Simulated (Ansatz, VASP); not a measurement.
# B: VASP beside Ansatz

```
B
1.0
     2.44914    1.41401    4.17149
    -2.44914    1.41401    4.17149
     0.00000   -2.82803    4.17149
B
12
Direct
  0.00987 0.65440 0.00987
  0.00987 0.00987 0.65440
  0.65440 0.00987 0.00987
  0.99013 0.34560 0.99013
  0.34560 0.99013 0.99013
  0.99013 0.99013 0.34560
  0.22051 0.63175 0.22051
  0.22051 0.22051 0.63175
  0.63175 0.22051 0.22051
  0.77949 0.36825 0.77949
  0.36825 0.77949 0.77949
  0.77949 0.77949 0.36825
```

Alike in both runs: functional r2SCAN; k mesh 9 × 9 × 9; occupations gaussian, width 0.02 eV; no spin polarisation.

Ansatz relaxed the structure, and its values are those at the end. VASP's run is a single point on that final structure, the one shown.

|  | VASP | Ansatz |
| --- | --- | --- |
| version | VASP 6.6.1 | Ansatz 0.2.0 |
| potentials or method | VASP PAW PBE potentials, release 64 (B), cutoff 520 eV | scalar-relativistic, plane waves, PAW |
| valence electrons in the cell | 36 | 36 |

VASP gave:

```
gap on the k mesh at the Fermi level (eV) : 1.63
least direct gap on the mesh (eV)         : 2.04
pressure (GPa)                            : 0.2
rms of the force components (eV/Å)        : 0.010
```

Question: What did Ansatz give for the same quantities?

Answer: gap on the k mesh at the Fermi level (eV): 1.63; least direct gap on the mesh (eV): 2.04; pressure (GPa): 0.0; rms of the force components (eV/Å): 0.002.

VASP's potentials were made for PBE, not for r2SCAN. The functional is the same, so the differences come from potentials, cutoffs and numerics.
